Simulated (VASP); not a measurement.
Input of a VASP 6.6.1 run:

Contents of INCAR:

```
SYSTEM = CoO
  ALGO = Normal
  EDIFF = 1E-6
  ENCUT = 520
  GGA = RE
  ISIF = 2
  ISMEAR = -1
  ISPIN = 2
  IVDW = 12
  LASPH = .TRUE.
  LCHARG = .TRUE.
  LELF = .TRUE.
  LMAXMIX = 4
  LORBIT = 11
  LREAL = .FALSE.
  LVHAR = .TRUE.
  LWAVE = .FALSE.
  MAGMOM = 2 0
  NBANDS = 18
  NELM = 150
  PREC = Accurate
  SIGMA = 0.05
```

File KPOINTS:

```
k-points
0
G
  11 11 11
  0 0 0
```

Contents of POSCAR:

```
CoO
1.0
    1.5448506883      0.8919199608      2.3352097696
   -1.5448506883      0.8919199608      2.3352097696
    0.0000000000     -1.7838399215      2.3352097696
Co O
1 1
Direct
    0.0000000000      0.0000000000      0.0000000000
    0.5000000000      0.5000000000      0.5000000000
```

Potentials or basis: VASP PAW PBE potentials, release 64 (Co, O).

Run with:

```bash
$ cat potpaw_PBE.64/Co/POTCAR potpaw_PBE.64/O/POTCAR > POTCAR
$ mpirun -np 1 vasp_std > vasp.out
```

Problem. Estimate the dispersion energy per atom.

Solution. -0.506 eV.

Problem. What does it give for the pressure?

Solution. -0.6 GPa.

Problem. Predict the site moments.

Solution. Co +2.56; O +0.30 μB.

Stress tensor (GPa, compression positive):
```
-0.61  0.00  0.00
 0.00 -0.61  0.00
 0.00  0.00 -0.44
```

Caveat: the PAW data sets were made with another functional, which shifts forces and pressure a little; a cell with one magnetic atom can't hold antiferromagnetic order, which such compounds often take; pairwise dispersion overbinds metals, which lowers pressure and volume.
